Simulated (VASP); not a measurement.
# Ti3As4 (P-4m2) in VASP: notebook

Runs on Ti3As4. Level: PBE. Tasks: single point.

Program: VASP 6.6.1. These are calculated values, not measurements. Logs are shortened: lines on timing, memory, paths and dates and some standing lists are left out, and cuts for length are marked.

**1. The cell of the first run**

The structure is tetragonal, space group P-4m2 (No. 115). Conventional cell: a = 4.045 Å, b = 4.045 Å, c = 9.551 Å, α = 90.00°, β = 90.00°, γ = 90.00°. Within 3.4 Å of Ti (site symmetry 2mm) lie 6 As at 2.54 to 2.65 Å and 1 Ti at 3.23 Å. Ti (site symmetry -4m2) has 4 As at 2.49 Å within 3.3 Å. As (site symmetry 2mm) has 4 Ti at 2.49 to 2.65 Å within 3.3 Å. As (site symmetry 2mm) has 4 Ti at 2.54 to 2.64 Å and 4 As at 2.86 Å within 3.4 Å.

**2. Single point, PBE**

Contents of INCAR:

```
SYSTEM = Ti3As4
ALGO = Normal ; EDIFF = 1E-6
ENCUT = 520 ; GGA = PE
ISIF = 2 ; ISMEAR = 0
LASPH = .True. ; LCHARG = .True.
LELF = .True. ; LREAL = .False.
LVHAR = .True. ; LWAVE = .False.
NBANDS = 37 ; NELM = 60
PREC = Accurate ; SIGMA = 0.1
```

Contents of KPOINTS:

```
k-points
0
Gamma
  4 4 2
  0 0 0
```

Contents of POSCAR:

```
Ti3As4
1.0
    4.0452258478      0.0000000000      0.0000000000
    0.0000000000      4.0452258478      0.0000000000
    0.0000000000      0.0000000000      9.5509264579
Ti As
3 4
Direct
    0.0000000000      0.0000000000      0.8309471085
    0.5000000000      0.5000000000      0.5000000000
    0.0000000000      0.0000000000      0.1690528915
    0.5000000000      0.0000000000      0.6511757684
    0.0000000000      0.5000000000      0.3488242316
    0.5000000000      0.0000000000      0.0081779677
    0.0000000000      0.5000000000      0.9918220323
```

Potentials or basis: VASP PAW PBE potentials, release 64 (Ti_sv, As).

Run with:

```console
cat potpaw_PBE.64/Ti_sv/POTCAR potpaw_PBE.64/As/POTCAR > POTCAR
mpirun -np 1 vasp_std > vasp.out
```

OUTCAR:

```text
SYSTEM = Ti3As4
   EDIFF = 1E-6
   ENCUT = 520
   GGA = PE
   ISIF = 2
   ISMEAR = 0
   LASPH = .True.
   LREAL = .False.
   NELM = 60
   PREC = Accurate

 ion  position               nearest neighbor table
   1  0.000  0.000  0.831-   7 2.54   7 2.54   6 2.64   6 2.64   4 2.65   4 2.65
   2  0.500  0.500  0.500-   4 2.49   5 2.49   4 2.49   5 2.49
   3  0.000  0.000  0.169-   6 2.54   6 2.54   7 2.64   7 2.64   5 2.65   5 2.65
   4  0.500  0.000  0.651-   2 2.49   2 2.49   1 2.65   1 2.65
   5  0.000  0.500  0.349-   2 2.49   2 2.49   3 2.65   3 2.65
   6  0.500  0.000  0.008-   3 2.54   3 2.54   1 2.64   1 2.64   7 2.86   7 2.86   7 2.86   7 2.86

   7  0.000  0.500  0.992-   1 2.54   1 2.54   3 2.64   3 2.64   6 2.86   6 2.86   6 2.86   6 2.86

  LATTYP: Found a simple tetragonal cell.
 ALAT       =     4.0452258478
 C/A-ratio  =     2.3610366435

  Lattice vectors:

 A1 = (   4.0452258478,   0.0000000000,   0.0000000000)
 A2 = (   0.0000000000,   4.0452258478,   0.0000000000)
 A3 = (   0.0000000000,   0.0000000000,   9.5509264579)

Analysis of symmetry for initial positions (statically):
=====================================================================
 Subroutine PRICEL returns:
 Original cell was already a primitive cell.

 Routine SETGRP: Setting up the symmetry group for a
 simple tetragonal supercell.

 Subroutine GETGRP returns: Found  8 space group operations
 (whereof  8 operations were pure point group operations)
 out of a pool of 16 trial point group operations.

The static configuration has the point symmetry D_2d.

Analysis of symmetry for dynamics (positions and initial velocities):
=====================================================================
 Subroutine PRICEL returns:
 Original cell was already a primitive cell.

 Routine SETGRP: Setting up the symmetry group for a
 simple tetragonal supercell.

 Subroutine GETGRP returns: Found  8 space group operations
 (whereof  8 operations were pure point group operations)
 out of a pool of 16 trial point group operations.

The dynamic configuration has the point symmetry D_2d.

 Subroutine INISYM returns: Found  8 space group operations
 (whereof  8 operations are pure point group operations),
 and found     1 'primitive' translations

----------------------------------------------------------------------------------------

                                     Primitive cell

  volume of cell :     156.2899

  direct lattice vectors                    reciprocal lattice vectors
     4.045225848  0.000000000  0.000000000     0.247204986  0.000000000  0.000000000
     0.000000000  4.045225848  0.000000000     0.000000000  0.247204986  0.000000000
     0.000000000  0.000000000  9.550926458     0.000000000  0.000000000  0.104701885

  length of vectors
     4.045225848  4.045225848  9.550926458     0.247204986  0.247204986  0.104701885

  position of ions in fractional coordinates (direct lattice)
     0.000000000  0.000000000  0.830947108
     0.500000000  0.500000000  0.500000000
     0.000000000  0.000000000  0.169052892
     0.500000000  0.000000000  0.651175768
     0.000000000  0.500000000  0.348824232
     0.500000000  0.000000000  0.008177968
     0.000000000  0.500000000  0.991822032

  ion indices of the primitive-cell ions
   primitive index   ion index
                 1           1
                 2           2
                 3           3
                 4           4
                 5           5
                 6           6
                 7           7

----------------------------------------------------------------------------------------

 KPOINTS: k-points

Automatic generation of k-mesh.
 Grid dimensions read from file:
 generate k-points for:    4    4    2

 Generating k-lattice:

  Cartesian coordinates                     Fractional coordinates (reciprocal lattice)
     0.061801247  0.000000000  0.000000000     0.250000000  0.000000000  0.000000000
     0.000000000  0.061801247  0.000000000     0.000000000  0.250000000  0.000000000
     0.000000000  0.000000000  0.052350942     0.000000000  0.000000000  0.500000000

  Length of vectors
     0.061801247  0.061801247  0.052350942

  Shift w.r.t. Gamma in fractional coordinates (k-lattice)
     0.000000000  0.000000000  0.000000000

 Subroutine IBZKPT returns following result:
 ===========================================

 Found     12 irreducible k-points:

 Following reciprocal coordinates:
            Coordinates               Weight
  0.000000  0.000000  0.000000      1.000000
  0.250000  0.000000  0.000000      4.000000
  0.500000  0.000000  0.000000      2.000000
  0.250000  0.250000  0.000000      4.000000
  0.500000  0.250000  0.000000      4.000000
  0.500000  0.500000  0.000000      1.000000
  0.000000  0.000000  0.500000      1.000000
  0.250000  0.000000  0.500000      4.000000
  0.500000  0.000000  0.500000      2.000000
  0.250000  0.250000  0.500000      4.000000
  0.500000  0.250000  0.500000      4.000000
  0.500000  0.500000  0.500000      1.000000
   k-points           NKPTS =     12   k-points in BZ     NKDIM =     12   number of bands    NBANDS=     37
   number of dos      NEDOS =    301   number of ions     NIONS =      7
   total plane-waves  NPLWV =  64800
   dimension x,y,z NGX =    30 NGY =   30 NGZ =   72
   dimension x,y,z NGXF=    60 NGYF=   60 NGZF=  144
   ions per type =               3   4
   NGX,Y,Z   is equivalent  to a cutoff of  12.33, 12.33, 12.53 a.u.
   NGXF,Y,Z  is equivalent  to a cutoff of  24.66, 24.66, 25.07 a.u.
 SYSTEM =  Ti3As4
   PREC   = accura    normal or accurate (medium, high low for compatibility)
   ISTART =      0    job   : 0-new  1-cont  2-samecut
   ICHARG =      2    charge: 1-file 2-atom 10-const
   ISPIN  =      1    spin polarized calculation?
   LNONCOLLINEAR =      F non collinear calculations
   LSORBIT =      F    spin-orbit coupling
   LASPH  =      T    aspherical Exc in radial PAW
   ENCUT  =  520.0 eV  38.22 Ry    6.18 a.u.   7.52  7.52 17.76*2*pi/ulx,y,z
   NELM   =     60;   NELMIN=  2; NELMDL= -5     # of ELM steps
   EDIFF  = 0.1E-05   stopping-criterion for ELM
   LREAL  =      F    real-space projection
[... 7 lines left out ...]
   TEBEG  =    0.0;   TEEND  =   0.0 temperature during run
   PSTRESS=    0.0 pullay stress
   NELECT =      56.0000    total number of electrons
   NUPDOWN=      -1.0000    fix difference up-down
   EMIN   =  10.00;   EMAX   =-10.00  energy-range for DOS
   EFERMI =   0.00;   METHOD = LEGACY
   ISMEAR =     0;   SIGMA  =   0.10  broadening in eV -4-tet -1-fermi 0-gaus
   EFERMI_NEDOS =   21; number of points for ismear=-14 and -15
   IALGO  =     38    algorithm
   IMIX   =      4    mixing-type and parameters
     AMIX     =   0.40;   BMIX     =  1.00
     AMIX_MAG =   1.60;   BMIX_MAG =  1.00
  volume/ion in A,a.u.               =      22.33       150.67
  Fermi-wavevector in a.u.,A,eV,Ry     =   1.162770  2.197317 18.395541  1.352034
  Thomas-Fermi vector in A             =   2.299327
   LORBIT       =      0    0 simple, 1 ext, 2 COOP (PROOUT), +10 PAW based schemes
   GGA     = PE    functional components
   LHFCALC =     F    Hartree Fock is set to
   AEXX    =    0.0000 exact exchange contribution
   IVDW    =     0    specifies the selected vdW correction
   LEPSILON=     F    determine dielectric tensor
   LRPA    =     F    only Hartree local field effects (RPA)
 non-spin polarized calculation
 Gauss-broadening in eV      SIGMA  =   0.10
  energy-cutoff  :      520.00
  volume of cell :      156.29
 maximum number of plane-waves:      4275
   NGX = 15   NGY = 15   NGZ = 35

 number of electron      56.0000012 magnetization

 Free energy of the ion-electron system (eV)
  ---------------------------------------------------
  ext. energy  EPLUGINS =         0.00000000
  ---------------------------------------------------
  free energy    TOTEN  =       -44.36140797 eV

  energy without entropy =      -44.33808847  energy(sigma->0) =      -44.34974822

 E-fermi :   5.1705     XC(G=0):  -9.7807

 val. band max:        5.1700622006   @ k =   0.2500   0.2500   0.5000
 cond. band min:       5.1714020620   @ k =   0.5000   0.5000   0.0000
 fundamental gap:      0.0013398614
 Fermi energy:         5.1704678445

 k-point     1 :       0.0000    0.0000    0.0000
  band No.  band energies     occupation
      1     -52.4207      2.00000
      2     -52.3034      2.00000
      3     -52.2969      2.00000
      4     -28.6813      2.00000
      5     -28.6813      2.00000
      6     -28.6668      2.00000
[... 29 lines left out ...]
     36       7.1048      0.00000
     37       7.1048      0.00000

 k-point     2 :       0.2500    0.0000    0.0000
  band No.  band energies     occupation
      1     -52.4203      2.00000
      2     -52.3031      2.00000
      3     -52.2965      2.00000
      4     -28.6895      2.00000
      5     -28.6808      2.00000
      6     -28.6658      2.00000
[... 29 lines left out ...]
     36       6.8130      0.00000
     37       7.0604      0.00000

 k-point     3 :       0.5000    0.0000    0.0000
  band No.  band energies     occupation
      1     -52.4200      2.00000
      2     -52.3028      2.00000
      3     -52.2962      2.00000
      4     -28.6975      2.00000
      5     -28.6803      2.00000
      6     -28.6651      2.00000
[... 29 lines left out ...]
     36       6.8911      0.00000
     37       7.0108      0.00000

 k-point     4 :       0.2500    0.2500    0.0000
  band No.  band energies     occupation
      1     -52.4200      2.00000
      2     -52.3029      2.00000
      3     -52.2962      2.00000
      4     -28.6892      2.00000
      5     -28.6890      2.00000
      6     -28.6646      2.00000
[... 29 lines left out ...]
     36       6.7854      0.00000
     37       7.1716      0.00000

 k-point     5 :       0.5000    0.2500    0.0000
  band No.  band energies     occupation
      1     -52.4197      2.00000
      2     -52.3026      2.00000
      3     -52.2958      2.00000
      4     -28.6970      2.00000
      5     -28.6886      2.00000
      6     -28.6637      2.00000
[... 29 lines left out ...]
     36       6.5885      0.00000
     37       6.9114      0.00000

 k-point     6 :       0.5000    0.5000    0.0000
  band No.  band energies     occupation
      1     -52.4194      2.00000
      2     -52.3023      2.00000
      3     -52.2955      2.00000
      4     -28.6965      2.00000
      5     -28.6965      2.00000
      6     -28.6625      2.00000
[... 29 lines left out ...]
     36       6.3836      0.00000
     37       6.4115      0.00000

 k-point     7 :       0.0000    0.0000    0.5000
  band No.  band energies     occupation
      1     -52.4207      2.00000
      2     -52.3034      2.00000
      3     -52.2969      2.00000
      4     -28.6813      2.00000
      5     -28.6813      2.00000
      6     -28.6669      2.00000
[... 29 lines left out ...]
     36       6.8050      0.00000
     37       7.2097      0.00000

 k-point     8 :       0.2500    0.0000    0.5000
  band No.  band energies     occupation
      1     -52.4203      2.00000
      2     -52.3031      2.00000
      3     -52.2965      2.00000
      4     -28.6895      2.00000
      5     -28.6808      2.00000
      6     -28.6659      2.00000
[... 29 lines left out ...]
     36       6.7127      0.00000
     37       7.2843      0.00000

 k-point     9 :       0.5000    0.0000    0.5000
  band No.  band energies     occupation
      1     -52.4200      2.00000
      2     -52.3029      2.00000
      3     -52.2962      2.00000
      4     -28.6975      2.00000
      5     -28.6803      2.00000
      6     -28.6653      2.00000
[... 29 lines left out ...]
     36       6.7403      0.00000
     37       6.7578      0.00000

 k-point    10 :       0.2500    0.2500    0.5000
  band No.  band energies     occupation
      1     -52.4200      2.00000
      2     -52.3029      2.00000
      3     -52.2962      2.00000
      4     -28.6891      2.00000
      5     -28.6889      2.00000
      6     -28.6647      2.00000
[... 29 lines left out ...]
     36       6.6044      0.00000
     37       7.0530      0.00000

 k-point    11 :       0.5000    0.2500    0.5000
  band No.  band energies     occupation
      1     -52.4197      2.00000
      2     -52.3026      2.00000
      3     -52.2958      2.00000
      4     -28.6970      2.00000
      5     -28.6886      2.00000
      6     -28.6638      2.00000
[... 29 lines left out ...]
     36       6.4644      0.00000
     37       6.8383      0.00000

 k-point    12 :       0.5000    0.5000    0.5000
  band No.  band energies     occupation
      1     -52.4194      2.00000
      2     -52.3023      2.00000
      3     -52.2955      2.00000
      4     -28.6965      2.00000
      5     -28.6965      2.00000
      6     -28.6625      2.00000
[... 29 lines left out ...]
     36       6.3832      0.00000
     37       6.3834      0.00000

------------------------ aborting loop because EDIFF is reached ----------------------------------------

  FORCE on cell =-STRESS in cart. coord.  units (eV):
  Direction    XX          YY          ZZ          XY          YZ          ZX
  --------------------------------------------------------------------------------------
  -------------------------------------------------------------------------------------
  Total        0.1331534      0.1331534      0.0684167      0.0000000     -0.0000000      0.0000000
  in kB        1.3649976      1.3649976      0.7013607      0.0000000     -0.0000000      0.0000000
  external PRESSURE =       1.1437853 kB  Pullay stress =       0.0000000 kB

 VOLUME and BASIS-vectors are now :
 -----------------------------------------------------------------------------
  energy-cutoff  :      520.00
  volume of cell :      156.29
      direct lattice vectors                 reciprocal lattice vectors
     4.045225848  0.000000000  0.000000000     0.247204986  0.000000000  0.000000000
     0.000000000  4.045225848  0.000000000     0.000000000  0.247204986  0.000000000
     0.000000000  0.000000000  9.550926458     0.000000000  0.000000000  0.104701885

 POSITION                                       TOTAL-FORCE (eV/Angst)
 -----------------------------------------------------------------------------------
      0.00000      0.00000      7.93631         0.000000      0.000000     -0.030695
      2.02261      2.02261      4.77546        -0.000000      0.000000     -0.000000
      0.00000      0.00000      1.61461         0.000000      0.000000      0.030695
      2.02261      0.00000      6.21933         0.000000      0.000000     -0.009339
      0.00000      2.02261      3.33159        -0.000000      0.000000      0.009339
      2.02261      0.00000      0.07811        -0.000000      0.000000     -0.012812
      0.00000      2.02261      9.47282        -0.000000     -0.000000      0.012812
 -----------------------------------------------------------------------------------
    total drift:                                0.000000      0.000000      0.000000

  FREE ENERGIE OF THE ION-ELECTRON SYSTEM (eV)
  ---------------------------------------------------
  free  energy   TOTEN  =       -44.3614079742 eV

  energy  without entropy=      -44.3380884655  energy(sigma->0) =      -44.34974822
```

Run time: 50 s. Hardware: 1 thread of AMD EPYC 9R45 (Zen 5), shared host; peak memory 0.23 GiB.

What came out:

```yaml
Free_energy: -44.3614 eV
Pressure: 0.1 GPa
Largest_force: 0.031 eV/Å
Band_gap_on_the_k_mesh: zero (band 28 reaches 5.59 eV, above the bottom of band 29 at 5.03 eV)
```

Forces on the atoms (eV/Å):
```
Ti   0.000  0.000 -0.031
Ti   0.000  0.000  0.000
Ti   0.000  0.000  0.031
As   0.000  0.000 -0.009
As   0.000  0.000  0.009
As   0.000  0.000 -0.013
As   0.000  0.000  0.013
```

Levels at points of the mesh, in eV from the Fermi level:
```tsv
k point	band 26	band 27	band 28	band 29	band 30	band 31
(0.00, 0.00, 0.00)	-1.44	-0.74	0.42	0.45	0.68	0.68
(0.50, 0.00, 0.00)	-1.41	-1.00	-0.55	0.37	0.38	0.39
(0.50, 0.50, 0.00)	-1.70	-0.32	-0.32	-0.08	0.00	0.56
(0.00, 0.00, 0.50)	-1.46	-0.99	0.36	0.45	0.61	0.80
(0.50, 0.00, 0.50)	-1.45	-0.73	-0.56	0.27	0.39	0.56
(0.50, 0.50, 0.50)	-1.73	-0.31	-0.31	-0.14	-0.09	0.72
```

Caveat: the k points lie up to 0.39 Å⁻¹ apart.

**3. Single point, PBE**

This run uses another cell than the first one, of 28.23 Å³/atom, 1.264 times its volume.

Contents of INCAR:

```
SYSTEM = Ti3As4
PREC = Accurate
ENCUT = 520
EDIFF = 1E-7
ISMEAR = 0
SIGMA = 0.1
LREAL = .False.
LASPH = .True.
NELM = 100
ALGO = Normal
ISIF = 2
LWAVE = .False.
LCHARG = .False.
GGA = PE
NBANDS = 37
```

Contents of KPOINTS:

```
Automatic mesh
0
Gamma
  4 4 2
  0 0 0
```

Contents of POSCAR:

```
Ti3As4
1.0
    4.1184087500      0.0000000000      0.0000000000
    0.0000000000      4.1184087500      0.0000000000
    0.0000000000      0.0000000000     11.6486190300
Ti As
3 4
Direct
    0.0000000000      0.0000000000      0.7500000000
    0.5000000000      0.5000000000      0.5000000000
    0.0000000000      0.0000000000      0.2500000000
    0.5000000000      0.0000000000      0.6250000000
    0.0000000000      0.5000000000      0.3750000000
    0.5000000000      0.0000000000      0.1250000000
    0.0000000000      0.5000000000      0.8750000000
```

Potentials or basis: VASP PAW PBE potentials, release 64 (Ti_sv, As).

Run with:

```console
cat potpaw_PBE.64/Ti_sv/POTCAR potpaw_PBE.64/As/POTCAR > POTCAR
mpirun -np 1 vasp_std > vasp.out
```

It took 90 s on 1 thread of AMD EPYC 9R45 (Zen 5), shared host; peak memory 0.28 GiB.

Results (log left out):

```yaml
Free_energy: -42.2619 eV
Pressure: -2.9 GPa
Largest_force: 0.997 eV/Å
Band_gap_on_the_k_mesh: zero (band 28 reaches 2.92 eV, above the bottom of band 29 at 2.67 eV)
```

Forces in eV/Å, atoms in the order of the input:
```
Ti   0.000  0.000  0.997
Ti   0.000  0.000  0.000
Ti   0.000  0.000 -0.997
As   0.000  0.000 -0.452
As   0.000  0.000  0.452
As   0.000  0.000  0.680
As   0.000  0.000 -0.680
```

Stress tensor (GPa, compression positive):
```
-3.24  0.00  0.00
 0.00 -3.24  0.00
 0.00  0.00 -2.18
```

Levels at points of the mesh, in eV from the Fermi level:
```csv
k point,band 25,band 26,band 27,band 28,band 29,band 30,band 31,band 32
"(0.00, 0.00, 0.00)",-1.16,-1.03,-0.15,0.12,0.39,0.41,0.41,1.02
"(0.50, 0.00, 0.00)",-1.11,-1.09,-0.19,-0.17,0.32,0.44,0.68,0.69
"(0.50, 0.50, 0.00)",-1.18,-0.69,-0.55,-0.55,-0.09,-0.09,0.59,0.67
"(0.00, 0.00, 0.50)",-1.17,-1.12,-0.17,0.14,0.39,0.45,0.45,1.02
"(0.50, 0.00, 0.50)",-1.14,-1.09,-0.19,-0.16,0.33,0.41,0.68,0.68
"(0.50, 0.50, 0.50)",-1.10,-0.85,-0.54,-0.54,-0.11,-0.11,0.59,0.67
```

Caveat: the k points lie up to 0.38 Å⁻¹ apart; this functional lacks dispersion, which binds the layers, so the pressure and a relaxed spacing across them are unreliable.
